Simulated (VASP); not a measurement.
# Mo (I4/mmm) in VASP: a series of runs, part 2 of 2

VASP 6.6.1.

## Step 3: Single point, PBEsol (strain +0.080 along x and y, +0.000 along z)

INCAR reads:

```
SYSTEM = Mo
  ALGO = Fast
  EDIFF = 1E-7
  ENCUT = 520
  GGA = PS
  ISIF = 2
  ISMEAR = 0
  LASPH = .TRUE.
  LCHARG = .FALSE.
  LREAL = .FALSE.
  LWAVE = .FALSE.
  NBANDS = 13
  NELM = 80
  PREC = Accurate
  SIGMA = 0.15
```

KPOINTS reads:

```
k-points
0
G
  20 20 20
  0 0 0
```

POSCAR reads:

```
Mo
1.0
    0.0000000000      2.1762000000      2.0150000000
    2.1762000000      0.0000000000      2.0150000000
    2.1762000000      2.1762000000      0.0000000000
Mo
1
Direct
    0.0000000000      0.0000000000      0.0000000000
```

Potentials or basis: VASP PAW PBE potentials, release 64 (Mo_sv).

Command:

```sh
> cat potpaw_PBE.64/Mo_sv/POTCAR > POTCAR
> mpirun -np 1 vasp_std > vasp.out
```

OUTCAR:

```text
SYSTEM = Mo
   EDIFF = 1E-7
   ENCUT = 520
   GGA = PS
   ISIF = 2
   ISMEAR = 0
   LASPH = .TRUE.
   LREAL = .FALSE.
   NELM = 80
   PREC = Accurate

 ion  position               nearest neighbor table
   1  0.000  0.000  0.000-

  LATTYP: Found a body centered tetragonal cell.
 ALAT       =     3.0776115544
 C/A-ratio  =     1.3094570022

  Lattice vectors:

 A1 = (   0.0000000000,  -2.1762000000,  -2.0150000000)
 A2 = (   0.0000000000,   2.1762000000,  -2.0150000000)
 A3 = (   2.1762000000,   0.0000000000,   2.0150000000)

Analysis of symmetry for initial positions (statically):
=====================================================================
 Subroutine PRICEL returns:
 Original cell was already a primitive cell.

 Routine SETGRP: Setting up the symmetry group for a
 body centered tetragonal supercell.

 Subroutine GETGRP returns: Found 16 space group operations
 (whereof 16 operations were pure point group operations)
 out of a pool of 16 trial point group operations.

The static configuration has the point symmetry D_4h.

Analysis of symmetry for dynamics (positions and initial velocities):
=====================================================================
 Subroutine PRICEL returns:
 Original cell was already a primitive cell.

 Routine SETGRP: Setting up the symmetry group for a
 body centered tetragonal supercell.

 Subroutine GETGRP returns: Found 16 space group operations
 (whereof 16 operations were pure point group operations)
 out of a pool of 16 trial point group operations.

The dynamic configuration has the point symmetry D_4h.

 Subroutine INISYM returns: Found 16 space group operations
 (whereof 16 operations are pure point group operations),
 and found     1 'primitive' translations

[... 113 lines left out ...]
  volume/ion in A,a.u.               =      19.09       128.80
  Fermi-wavevector in a.u.,A,eV,Ry     =   1.476443  2.790072 29.659113  2.179883
  Thomas-Fermi vector in A             =   2.590969
   LORBIT       =      0    0 simple, 1 ext, 2 COOP (PROOUT), +10 PAW based schemes
   GGA     = PS    functional components
   LHFCALC =     F    Hartree Fock is set to
   AEXX    =    0.0000 exact exchange contribution
   IVDW    =     0    specifies the selected vdW correction
   LEPSILON=     F    determine dielectric tensor
   LRPA    =     F    only Hartree local field effects (RPA)
 non-spin polarized calculation
 RMM-DIIS sequential band-by-band and
 Gauss-broadening in eV      SIGMA  =   0.15
  energy-cutoff  :      520.00
  volume of cell :       19.09
 maximum number of plane-waves:       528
 NGX is ok and might be reduce to    24
   NGX = 11   NGY = 11   NGZ = 11

 number of electron      14.0000002 magnetization

 Free energy of the ion-electron system (eV)
  ---------------------------------------------------
  ext. energy  EPLUGINS =         0.00000000
  ---------------------------------------------------
  free energy    TOTEN  =       -10.94149552 eV

  energy without entropy =      -10.92358086  energy(sigma->0) =      -10.93253819

 E-fermi :   9.2527     XC(G=0): -12.4243

 val. band max:        9.2437678574   @ k =   0.2500   0.1000   0.0000
 cond. band min:       9.2577284174   @ k =   0.3000   0.0500   0.0000
 fundamental gap:      0.0139605601
 Fermi energy:         9.2527301104

 k-point     1 :       0.0000    0.0000    0.0000
  band No.  band energies     occupation
      1     -51.6313      2.00000
      2     -25.2788      2.00000
      3     -25.2788      2.00000
      4     -25.2496      2.00000
      5       2.9721      2.00000
      6       8.4306      2.00000
      7       8.4306      2.00000
      8       9.1415      1.70586
      9      10.1952      0.00000
     10      11.0955      0.00000
     11      22.1612      0.00000
     12      25.8295      0.00000
     13      25.8295      0.00000
[... 354 lines left out ...]
  band No.  band energies     occupation
      1     -51.5404      2.00000
      2     -25.8743      2.00000
      3     -25.3904      2.00000
      4     -25.3319      2.00000
      5       5.3558      2.00000
      6       8.3433      2.00000
      7       8.7566      2.00000
      8       9.1160      1.80264
      9      11.5331      0.00000
     10      11.8986      0.00000
     11      19.8165      0.00000
     12      22.6532      0.00000
     13      27.6607      0.00000

 [... further k-points ...]
[... 5 lines left out ...]
  --------------------------------------------------------------------------------------
  -------------------------------------------------------------------------------------
  Total       -3.6518691     -3.6518691     -5.0523479      0.0000000      0.0000000     -0.0000000
  in kB     -306.5653936   -306.5653936   -424.1321328      0.0000000      0.0000000     -0.0000000
  external PRESSURE =    -345.7543067 kB  Pullay stress =       0.0000000 kB

 VOLUME and BASIS-vectors are now :
 -----------------------------------------------------------------------------
  energy-cutoff  :      520.00
  volume of cell :       19.09
      direct lattice vectors                 reciprocal lattice vectors
     0.000000000  2.176200000  2.015000000    -0.229758294  0.229758294  0.248138958
     2.176200000  0.000000000  2.015000000     0.229758294 -0.229758294  0.248138958
     2.176200000  2.176200000  0.000000000     0.229758294  0.229758294 -0.248138958

 POSITION                                       TOTAL-FORCE (eV/Angst)
 -----------------------------------------------------------------------------------
      0.00000      0.00000      0.00000         0.000000      0.000000     -0.000000
 -----------------------------------------------------------------------------------
    total drift:                               -0.000000      0.000000      0.000000

  FREE ENERGIE OF THE ION-ELECTRON SYSTEM (eV)
  ---------------------------------------------------
  free  energy   TOTEN  =       -10.9414955249 eV

  energy  without entropy=      -10.9235808617  energy(sigma->0) =      -10.93253819
```

OSZICAR:

```text
N       E                     dE             d eps       ncg     rms          rms(c)
DAV:   1     0.912763503816E+02    0.91276E+02   -0.79277E+03 16841   0.108E+03
DAV:   2    -0.106182671266E+02   -0.10189E+03   -0.98395E+02 19376   0.303E+02
DAV:   3    -0.118518549209E+02   -0.12336E+01   -0.12281E+01 18671   0.330E+01
DAV:   4    -0.118549277893E+02   -0.30729E-02   -0.30726E-02 18556   0.201E+00
DAV:   5    -0.118549503770E+02   -0.22588E-04   -0.22587E-04 19071   0.154E-01    0.101E+01
RMM:   6    -0.110207125432E+02    0.83424E+00   -0.11108E+00 16670   0.921E+00    0.217E+00
RMM:   7    -0.109466230433E+02    0.74089E-01   -0.20342E-01 17064   0.374E+00    0.128E+00
RMM:   8    -0.109421459466E+02    0.44771E-02   -0.15296E-02 18249   0.133E+00    0.193E-01
RMM:   9    -0.109415189156E+02    0.62703E-03   -0.13485E-03 18640   0.351E-01    0.420E-02
RMM:  10    -0.109414946535E+02    0.24262E-04   -0.25997E-04 18978   0.156E-01    0.404E-02
RMM:  11    -0.109414954771E+02   -0.82357E-06   -0.25212E-05 18766   0.613E-02    0.456E-03
RMM:  12    -0.109414953861E+02    0.90956E-07   -0.42823E-06 19161   0.254E-02    0.199E-03
RMM:  13    -0.109414955701E+02   -0.18399E-06   -0.71758E-07 17010   0.110E-02    0.730E-04
RMM:  14    -0.109414952363E+02    0.33384E-06   -0.21170E-07 12308   0.540E-03    0.108E-03
RMM:  15    -0.109414955185E+02   -0.28225E-06   -0.87200E-08 10159   0.355E-03    0.102E-04
RMM:  16    -0.109414955249E+02   -0.63453E-08   -0.10282E-08  6539   0.132E-03
   1 F= -.10941496E+02 E0= -.10932538E+02  d E =-.179147E-01
```

It took 48 s on 1 thread of Intel Xeon 6975P-C (Granite Rapids), shared host; peak memory 0.26 GiB.

What came out:

```
Free energy            : -10.9415 eV
Pressure               : -34.6 GPa
Band gap on the k mesh : zero (band 7 reaches 12.22 eV, above the bottom of band 8 at 8.69 eV)
```

Stress tensor (GPa, compression positive):
```
-30.66   0.00   0.00
  0.00 -30.66   0.00
  0.00   0.00 -42.41
```

Levels at points of the mesh, in eV from the Fermi level:
| k point | band 5 | band 6 | band 7 | band 8 | band 9 | band 10 |
| --- | --- | --- | --- | --- | --- | --- |
| (0.00, 0.00, 0.00) | -6.28 | -0.82 | -0.82 | -0.11 | 0.94 | 1.84 |
| (0.50, 0.00, 0.00) | -3.94 | -1.15 | -0.31 | 1.01 | 2.79 | 3.26 |
| (0.50, 0.50, 0.00) | -4.01 | -3.52 | 2.97 | 3.50 | 3.50 | 3.99 |
| (0.50, 0.00, 0.50) | -4.03 | -3.35 | 2.63 | 2.92 | 3.10 | 3.76 |

Caveat: the cell differs from its parent crystal (strain +0.080 along x and y, +0.000 along z); the PAW data sets were made with another functional, which shifts forces and pressure a little.

## Step 4: Single point, PBEsol (strain -0.080 along x and y, +0.040 along z)

INCAR reads:

```
SYSTEM = Mo
ALGO = Normal ; EDIFF = 1E-6
ENCUT = 520 ; GGA = PS
ISIF = 2 ; ISMEAR = 0
LASPH = .True. ; LCHARG = .False.
LREAL = .False. ; LWAVE = .False.
NBANDS = 13 ; NELM = 100
PREC = Accurate ; SIGMA = 0.15
```

KPOINTS reads:

```
k-points
0
Gamma
  20 20 20
  0 0 0
```

POSCAR reads:

```
Mo
1.0
    0.0000000000      1.8538000000      2.0956000000
    1.8538000000      0.0000000000      2.0956000000
    1.8538000000      1.8538000000      0.0000000000
Mo
1
Direct
    0.0000000000      0.0000000000      0.0000000000
```

Command:

```sh
> cat potpaw_PBE.64/Mo_sv/POTCAR > POTCAR
> mpirun -np 1 vasp_std > vasp.out
```

Run time: 28 s. Hardware: 1 thread of Intel Xeon 6975P-C (Granite Rapids), shared host; peak memory 0.23 GiB.

It converged, with:

```yaml
Free_energy: -11.3206 eV
Pressure: 24.5 GPa
Band_gap_on_the_k_mesh: zero (band 7 reaches 17.63 eV, above the bottom of band 8 at 12.83 eV)
```

Stress tensor (GPa, compression positive):
```
21.73  0.00  0.00
 0.00 21.73  0.00
 0.00  0.00 29.97
```

Levels at points of the mesh, in eV from the Fermi level:
| k point | band 4 | band 5 | band 6 | band 7 | band 8 | band 9 | band 10 | band 11 |
| --- | --- | --- | --- | --- | --- | --- | --- | --- |
| (0.00, 0.00, 0.00) | -33.89 | -7.29 | -2.20 | -0.43 | -0.43 | 0.57 | 3.15 | 13.13 |
| (0.50, 0.00, 0.00) | -33.98 | -5.43 | -2.15 | -0.43 | 1.79 | 3.99 | 4.79 | 12.55 |
| (0.50, 0.50, 0.00) | -34.32 | -5.80 | -5.05 | 2.84 | 4.61 | 4.98 | 4.98 | 13.89 |
| (0.50, 0.00, 0.50) | -34.56 | -6.04 | -5.20 | 4.04 | 4.04 | 5.37 | 6.14 | 11.41 |

Caveat: the cell differs from its parent crystal (strain -0.080 along x and y, +0.040 along z); the PAW data sets were made with another functional, which shifts forces and pressure a little.

## Step 5: Single point, PBEsol (strain -0.080 along x and y, +0.080 along z)

INCAR reads:

```
  PREC = Accurate
  ENCUT = 520
  EDIFF = 1E-7
  ISMEAR = 0
  SIGMA = 0.15
  LREAL = F
  LASPH = T
  NELM = 100
  ALGO = Normal
  ISIF = 2
  LWAVE = F
  LCHARG = F
  GGA = PS
  NBANDS = 13
```

KPOINTS reads:

```
Automatic mesh
0
Gamma
  20 20 20
```

POSCAR reads:

```
Mo
1.0
    0.0000000000      1.8538000000      2.1762000000
    1.8538000000      0.0000000000      2.1762000000
    1.8538000000      1.8538000000      0.0000000000
Mo
1
Direct
    0.0000000000      0.0000000000      0.0000000000
```

Command:

```sh
> cat potpaw_PBE.64/Mo_sv/POTCAR > POTCAR
> mpirun -np 1 vasp_std > vasp.out
```

Run time: 31 s. Hardware: 1 thread of Intel Xeon 6975P-C (Granite Rapids), shared host; peak memory 0.23 GiB.

Results (log left out):

* Free energy: -11.4005 eV
* Pressure: 12.4 GPa
* Band gap on the k mesh: zero (band 7 reaches 16.43 eV, above the bottom of band 8 at 12.43 eV)

Stress tensor (GPa, compression positive):
```
10.46  0.00  0.00
 0.00 10.46  0.00
 0.00  0.00 16.39
```

Levels at points of the mesh, in eV from the Fermi level:
```
           k point  band 5  band 6  band 7  band 8  band 9  band 10
(0.00, 0.00, 0.00)   -7.28   -2.50   -0.24   -0.24   -0.01     3.22
(0.50, 0.00, 0.00)   -5.34   -2.32   -0.22    1.56    3.60     4.46
(0.50, 0.50, 0.00)   -5.59   -4.87    2.07    4.37    4.55     4.55
(0.50, 0.00, 0.50)   -5.87   -4.97    3.35    3.57    5.26     6.03
```

Caveat: the cell differs from its parent crystal (strain -0.080 along x and y, +0.080 along z); the PAW data sets were made with another functional, which shifts forces and pressure a little.

## Step 6: The runs side by side

```tsv
cell	gap on the mesh (eV)	pressure (GPa)
a = 2.859, b = 2.859, c = 3.078 Å, angles 57.4, 57.4, 65.1°, 1 atom	none	-25.3
a = 2.966, b = 2.966, c = 3.078 Å, angles 58.7, 58.7, 62.5°, 1 atom	none	-34.6
a = 2.798, b = 2.798, c = 2.622 Å, angles 62.1, 62.1, 55.9°, 1 atom	none	24.5
a = 2.859, b = 2.859, c = 2.622 Å, angles 62.7, 62.7, 54.6°, 1 atom	none	12.4
```

Alike in all rows: task single point; level PBEsol; potentials or basis VASP PAW PBE potentials, release 64 (Mo_sv); no spin polarisation; k mesh 20 × 20 × 20; cutoff (eV) 520; smearing gaussian 0.15 eV.

Caveats: the PAW data sets were made with another functional, which shifts forces and pressure a little.

Total energies depend on the potentials used, so only differences within one code and one set of settings carry meaning.
